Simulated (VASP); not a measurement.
Set up this calculation in VASP 6.6.1, as the native input.

- Task: single point
- Functional: PBEsol
- Potentials or basis: VASP PAW PBE potentials, release 64 (Au)
- Cutoff: 520 eV
- k mesh: 14 × 14 × 14
- Occupations: gaussian, width 0.15 eV
- Spin: no spin polarisation
- Dipole correction: no
- Further INCAR settings: ALGO = Fast; EDIFF = 1e-06; NBANDS = 12

The structure of Au lies in POSCAR:

```
Au
1.0
   -0.0630656700      2.0389321245      2.0431874059
    2.0298611041      0.0308818461      1.9492398897
    2.1012738029      2.0163973071     -0.0405308526
Au
1
Direct
    0.0000000000      0.0000000000      0.0000000000
```

The input as run:

INCAR

```
PREC = Accurate ; ENCUT = 520
EDIFF = 1E-6 ; ISMEAR = 0
SIGMA = 0.15 ; LREAL = False
LASPH = True ; NELM = 100
ALGO = Fast ; ISIF = 2
LWAVE = False ; LCHARG = True
GGA = PS ; LELF = True
LVHAR = True ; NBANDS = 12
```

KPOINTS

```
Automatic mesh
0
Gamma
  14 14 14
```

Potentials or basis: VASP PAW PBE potentials, release 64 (Au).

Launch:

```bash
$ cat potpaw_PBE.64/Au/POTCAR > POTCAR
$ mpirun -np 1 vasp_std > vasp.out
```

It gave:

* Pressure: 0.5 GPa
* Band gap on the k mesh: zero (an odd number of electrons rules out a gap without spin polarisation)

Caveat: the PAW data sets were made with another functional, which shifts forces and pressure a little; spin-orbit coupling is left out, which moves the levels of the heavy elements.

Wall time 4.4 min on 1 thread of AMD EPYC 7R43 64-Core Processor (Zen 3), on a shared host, peak memory 0.34 GiB.
